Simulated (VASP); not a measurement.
# Re in VASP: a series of runs

The runs below take Re through single point, with PBE.

Program: VASP 6.6.1. These are calculated values, not measurements. Logs are shortened: lines on timing, memory, paths and dates and some standing lists are left out, and cuts for length are marked.

### 1 The cell of the first run

The structure is trigonal, space group R-3m (No. 166). The conventional cell has a = 2.764 Å, b = 2.764 Å, c = 6.805 Å, α = 90.00°, β = 90.00°, γ = 120.00°. Within 3.6 Å of Re (site symmetry -3m) lie 12 Re at 2.76 to 2.77 Å.

This isn't the form of Re at room conditions, which is hcp.

### 2 Single point, PBE

INCAR reads:

```
SYSTEM = Re
  ALGO = Fast
  EDIFF = 1E-7
  ENCUT = 520
  GGA = PE
  ISIF = 2
  ISMEAR = 0
  LASPH = .TRUE.
  LCHARG = .TRUE.
  LELF = .TRUE.
  LREAL = .FALSE.
  LVHAR = .TRUE.
  LWAVE = .FALSE.
  NBANDS = 14
  NELM = 100
  PREC = Accurate
  SIGMA = 0.1
```

KPOINTS reads:

```
k-points
0
G
  6 6 6
  0 0 0
```

POSCAR reads:

```
Re
1.0
    1.3819829758      0.7978882413      4.5369549778
   -1.3819829758      0.7978882413      4.5369549778
    0.0000000000     -1.5957764880      4.5369549768
Re
2
Direct
    0.2500043115      0.2500043115      0.2500043115
    0.7499956885      0.7499956885      0.7499956885
```

Potentials or basis: VASP PAW PBE potentials, release 64 (Re).

Run with:

```bash
cat potpaw_PBE.64/Re/POTCAR > POTCAR
mpirun -np 1 vasp_std > vasp.out
```

OUTCAR:

```text
SYSTEM = Re
   EDIFF = 1E-7
   ENCUT = 520
   GGA = PE
   ISIF = 2
   ISMEAR = 0
   LASPH = .TRUE.
   LREAL = .FALSE.
   NELM = 100
   PREC = Accurate

 ion  position               nearest neighbor table
   1  0.250  0.250  0.250-   2 2.77   2 2.77   2 2.77   2 2.77   2 2.77   2 2.77
   2  0.750  0.750  0.750-   1 2.77   1 2.77   1 2.77   1 2.77   1 2.77   1 2.77

  LATTYP: Found a trigonal (rhomboedric) cell.
 ALAT       =     4.8094140040
 COS(alpha) =     0.8348604660

  Lattice vectors:

 A1 = (   1.3819829758,   0.7978882413,   4.5369549778)
 A2 = (  -1.3819829758,   0.7978882413,   4.5369549778)
 A3 = (   0.0000000000,  -1.5957764880,   4.5369549768)

Analysis of symmetry for initial positions (statically):
=====================================================================
 Subroutine PRICEL returns:
 Original cell was already a primitive cell.

 Routine SETGRP: Setting up the symmetry group for a
 trigonal (rhombohedral) supercell.

 Subroutine GETGRP returns: Found 12 space group operations
 (whereof 12 operations were pure point group operations)
 out of a pool of 12 trial point group operations.

The static configuration has the point symmetry D_3d.

Analysis of symmetry for dynamics (positions and initial velocities):
=====================================================================
 Subroutine PRICEL returns:
 Original cell was already a primitive cell.

 Routine SETGRP: Setting up the symmetry group for a
 trigonal (rhombohedral) supercell.

 Subroutine GETGRP returns: Found 12 space group operations
 (whereof 12 operations were pure point group operations)
 out of a pool of 12 trial point group operations.

The dynamic configuration has the point symmetry D_3d.

 Subroutine INISYM returns: Found 12 space group operations
 (whereof 12 operations are pure point group operations),
 and found     1 'primitive' translations

----------------------------------------------------------------------------------------

                                     Primitive cell

  volume of cell :      30.0165

  direct lattice vectors                    reciprocal lattice vectors
     1.381982976  0.797888241  4.536954978     0.361798958  0.208884726  0.073470717
    -1.381982976  0.797888241  4.536954978    -0.361798958  0.208884726  0.073470717
     0.000000000 -1.595776488  4.536954977     0.000000000 -0.417769451  0.073470716

  length of vectors
     4.809414004  4.809414004  4.809414004     0.424180693  0.424180693  0.424180693

  position of ions in fractional coordinates (direct lattice)
     0.250004311  0.250004311  0.250004311
     0.749995689  0.749995689  0.749995689

  ion indices of the primitive-cell ions
   primitive index   ion index
                 1           1
                 2           2

----------------------------------------------------------------------------------------

 KPOINTS: k-points

Automatic generation of k-mesh.
 Grid dimensions read from file:
 generate k-points for:    6    6    6

 Generating k-lattice:

  Cartesian coordinates                     Fractional coordinates (reciprocal lattice)
     0.060299826  0.034814121  0.012245119     0.166666667  0.000000000  0.000000000
    -0.060299826  0.034814121  0.012245119     0.000000000  0.166666667  0.000000000
     0.000000000 -0.069628242  0.012245119     0.000000000  0.000000000  0.166666667

  Length of vectors
     0.070696782  0.070696782  0.070696782

  Shift w.r.t. Gamma in fractional coordinates (k-lattice)
     0.000000000  0.000000000  0.000000000

 Subroutine IBZKPT returns following result:
 ===========================================

 Found     32 irreducible k-points:

 Following reciprocal coordinates:
            Coordinates               Weight
  0.000000  0.000000  0.000000      1.000000
  0.166667  0.000000  0.000000      6.000000
  0.333333  0.000000 -0.000000      6.000000
  0.500000  0.000000  0.000000      3.000000
  0.166667  0.166667  0.000000      6.000000
  0.333333  0.166667 -0.000000     12.000000
[... 16 lines left out ...]
  0.500000  0.500000  0.166667      6.000000
 -0.333333  0.500000  0.166667     12.000000
 [... further k-points ...]
   k-points           NKPTS =     32   k-points in BZ     NKDIM =     32   number of bands    NBANDS=     14
   number of dos      NEDOS =    301   number of ions     NIONS =      2
   total plane-waves  NPLWV =  46656
   dimension x,y,z NGX =    36 NGY =   36 NGZ =   36
   dimension x,y,z NGXF=    72 NGYF=   72 NGZF=   72
   ions per type =               2
   NGX,Y,Z   is equivalent  to a cutoff of  12.44, 12.44, 12.44 a.u.
   NGXF,Y,Z  is equivalent  to a cutoff of  24.89, 24.89, 24.89 a.u.
 SYSTEM =  Re
   PREC   = accura    normal or accurate (medium, high low for compatibility)
   ISTART =      0    job   : 0-new  1-cont  2-samecut
   ICHARG =      2    charge: 1-file 2-atom 10-const
   ISPIN  =      1    spin polarized calculation?
   LNONCOLLINEAR =      F non collinear calculations
   LSORBIT =      F    spin-orbit coupling
   LASPH  =      T    aspherical Exc in radial PAW
   ENCUT  =  520.0 eV  38.22 Ry    6.18 a.u.   8.94  8.94  8.94*2*pi/ulx,y,z
   NELM   =    100;   NELMIN=  2; NELMDL= -5     # of ELM steps
   EDIFF  = 0.1E-06   stopping-criterion for ELM
   LREAL  =      F    real-space projection
   EDIFFG = 0.1E-05   stopping-criterion for IOM
   NSW    =      0    number of steps for IOM
   IBRION =     -1    ionic relax: 0-MD 1-quasi-New 2-CG
   NFREE  =      0    steps in history (QN), initial steepest desc. (CG)
   ISIF   =      2    stress and relaxation
   ISYM   =      2    0-nonsym 1-usesym 2-fastsym
   POTIM  = 0.5000    time-step for ionic-motion
   TEBEG  =    0.0;   TEEND  =   0.0 temperature during run
   PSTRESS=    0.0 pullay stress
   NELECT =      14.0000    total number of electrons
   NUPDOWN=      -1.0000    fix difference up-down
   EMIN   =  10.00;   EMAX   =-10.00  energy-range for DOS
   EFERMI =   0.00;   METHOD = LEGACY
   ISMEAR =     0;   SIGMA  =   0.10  broadening in eV -4-tet -1-fermi 0-gaus
   EFERMI_NEDOS =   21; number of points for ismear=-14 and -15
   IALGO  =     68    algorithm
   IMIX   =      4    mixing-type and parameters
     AMIX     =   0.40;   BMIX     =  1.00
     AMIX_MAG =   1.60;   BMIX_MAG =  1.00
  volume/ion in A,a.u.               =      15.01       101.28
  Fermi-wavevector in a.u.,A,eV,Ry     =   1.269592  2.399180 21.930723  1.611863
  Thomas-Fermi vector in A             =   2.402625
   LORBIT       =      0    0 simple, 1 ext, 2 COOP (PROOUT), +10 PAW based schemes
   GGA     = PE    functional components
   LHFCALC =     F    Hartree Fock is set to
   AEXX    =    0.0000 exact exchange contribution
   IVDW    =     0    specifies the selected vdW correction
   LEPSILON=     F    determine dielectric tensor
   LRPA    =     F    only Hartree local field effects (RPA)
 non-spin polarized calculation
 RMM-DIIS sequential band-by-band and
 Gauss-broadening in eV      SIGMA  =   0.10
  energy-cutoff  :      520.00
  volume of cell :       30.02
 maximum number of plane-waves:       825
   NGX = 17   NGY = 17   NGZ = 17

 number of electron      13.9999999 magnetization

 Free energy of the ion-electron system (eV)
  ---------------------------------------------------
  ext. energy  EPLUGINS =         0.00000000
  ---------------------------------------------------
  free energy    TOTEN  =       -24.77216637 eV

  energy without entropy =      -24.76383172  energy(sigma->0) =      -24.76799905

 E-fermi :   7.6866     XC(G=0): -13.6223

 val. band max:        7.6828706749   @ k =  -0.1667   0.1667   0.0000
 cond. band min:       7.7313077339   @ k =   0.5000   0.5000   0.3333
 fundamental gap:      0.0484370590
 Fermi energy:         7.6866485276

 k-point     1 :       0.0000    0.0000    0.0000
  band No.  band energies     occupation
      1      -2.0827      2.00000
      2       1.1742      2.00000
      3       5.8714      2.00000
      4       5.8714      2.00000
      5       5.9807      2.00000
      6       6.0840      2.00000
      7       6.0840      2.00000
      8       8.0296      0.00000
      9       9.1353      0.00000
     10       9.1353      0.00000
     11      11.5887      0.00000
     12      11.5887      0.00000
     13      17.5125      0.00000
     14      21.3531      0.00000

 k-point     2 :       0.1667    0.0000    0.0000
  band No.  band energies     occupation
      1      -0.9767      2.00000
      2       2.2009      2.00000
      3       4.8216      2.00000
      4       5.2678      2.00000
      5       6.4997      2.00000
      6       6.5418      2.00000
      7       6.6621      2.00000
      8       6.7865      2.00000
      9       8.2711      0.00000
     10       9.3722      0.00000
     11      11.0318      0.00000
     12      13.8152      0.00000
     13      17.2090      0.00000
     14      23.5394      0.00000

 k-point     3 :       0.3333    0.0000   -0.0000
  band No.  band energies     occupation
      1       1.3877      2.00000
      2       2.9607      2.00000
      3       4.0612      2.00000
      4       4.1917      2.00000
      5       5.8136      2.00000
      6       5.9125      2.00000
      7       7.4888      1.99487
      8       8.5045      0.00000
      9       9.4866      0.00000
     10      10.5553      0.00000
     11      10.7491      0.00000
     12      14.5098      0.00000
     13      19.8367      0.00000
     14      20.6869      0.00000

 k-point     4 :       0.5000    0.0000    0.0000
  band No.  band energies     occupation
      1       2.4369      2.00000
      2       2.4371      2.00000
      3       3.8495      2.00000
      4       3.8500      2.00000
      5       5.9420      2.00000
      6       5.9422      2.00000
      7       8.1209      0.00000
      8       8.1219      0.00000
      9      11.8689      0.00000
     10      11.8691      0.00000
     11      13.9580      0.00000
     12      13.9583      0.00000
     13      17.6108      0.00000
     14      17.6119      0.00000

 k-point     5 :       0.1667    0.1667    0.0000
  band No.  band energies     occupation
      1      -0.9076      2.00000
      2       2.1154      2.00000
      3       4.7614      2.00000
      4       5.4280      2.00000
      5       6.2249      2.00000
      6       6.4228      2.00000
      7       6.5234      2.00000
      8       6.9182      2.00000
      9       8.8898      0.00000
     10       8.9038      0.00000
     11      11.6844      0.00000
[... 276 lines left out ...]
 k-point    22 :      -0.1667    0.3333    0.1667
  band No.  band energies     occupation
      1       2.2321      2.00000
      2       2.4395      2.00000
      3       3.3214      2.00000
      4       5.1464      2.00000
      5       5.6831      2.00000
      6       6.6480      2.00000
      7       6.8044      2.00000
      8       9.0936      0.00000
      9       9.8236      0.00000
     10      12.3452      0.00000
     11      13.2292      0.00000
     12      16.5412      0.00000
     13      18.0244      0.00000
     14      19.3541      0.00000

 k-point    23 :       0.5000    0.5000    0.1667
  band No.  band energies     occupation
      1       1.3580      2.00000
      2       1.7434      2.00000
      3       2.6897      2.00000
      4       5.8459      2.00000
      5       5.9839      2.00000
      6       6.3497      2.00000
      7       7.6016      1.77113
      8       9.9999      0.00000
      9      10.0336      0.00000
     10      11.3959      0.00000
     11      11.5306      0.00000
     12      11.5534      0.00000
     13      19.7922      0.00000
     14      21.2124      0.00000

 k-point    24 :      -0.3333    0.5000    0.1667
  band No.  band energies     occupation
      1       1.9940      2.00000
      2       2.1149      2.00000
      3       2.9461      2.00000
      4       4.7612      2.00000
      5       6.2743      2.00000
      6       6.8606      2.00000
      7       7.2844      2.00000
      8       9.5961      0.00000
      9      11.6993      0.00000
     10      11.9431      0.00000
     11      13.2464      0.00000
     12      14.0035      0.00000
     13      17.4470      0.00000
     14      18.1645      0.00000

 [... further k-points ...]

------------------------ aborting loop because EDIFF is reached ----------------------------------------

  FORCE on cell =-STRESS in cart. coord.  units (eV):
  Direction    XX          YY          ZZ          XY          YZ          ZX
  --------------------------------------------------------------------------------------
  -------------------------------------------------------------------------------------
  Total       -0.1223490     -0.1223490     -0.0710189      0.0000000     -0.0000000      0.0000000
  in kB       -6.5305640     -6.5305640     -3.7907423      0.0000000     -0.0000000      0.0000000
  external PRESSURE =      -5.6172901 kB  Pullay stress =       0.0000000 kB

 VOLUME and BASIS-vectors are now :
 -----------------------------------------------------------------------------
  energy-cutoff  :      520.00
  volume of cell :       30.02
      direct lattice vectors                 reciprocal lattice vectors
     1.381982976  0.797888241  4.536954978     0.361798958  0.208884726  0.073470717
    -1.381982976  0.797888241  4.536954978    -0.361798958  0.208884726  0.073470717
     0.000000000 -1.595776488  4.536954977     0.000000000 -0.417769451  0.073470716

 POSITION                                       TOTAL-FORCE (eV/Angst)
 -----------------------------------------------------------------------------------
      0.00000     -0.00000      3.40277         0.000000      0.000000     -0.000742
      0.00000     -0.00000     10.20809         0.000000     -0.000000      0.000742
 -----------------------------------------------------------------------------------
    total drift:                               -0.000000     -0.000000      0.000000

  FREE ENERGIE OF THE ION-ELECTRON SYSTEM (eV)
  ---------------------------------------------------
  free  energy   TOTEN  =       -24.7721663695 eV

  energy  without entropy=      -24.7638317237  energy(sigma->0) =      -24.76799905
```

Run time: 37 s. Hardware: 1 thread of Intel Xeon Platinum 8259CL at 2.50GHz (Skylake/Cascade Lake), shared host; peak memory 0.2 GiB.

Results:

- Free energy: -24.7722 eV
- Pressure: -0.6 GPa
- Band gap on the k mesh: zero (bands 7 and 8 overlap by 4.14 eV)

Stress tensor (GPa, compression positive):
```
-0.65  0.00  0.00
 0.00 -0.65  0.00
 0.00  0.00 -0.38
```

Caveat: the k points lie up to 0.44 Å⁻¹ apart, too coarse for converged energies and pressures of a metal; spin-orbit coupling is left out, which moves the levels of the heavy elements.

[end of part 1 of 2]
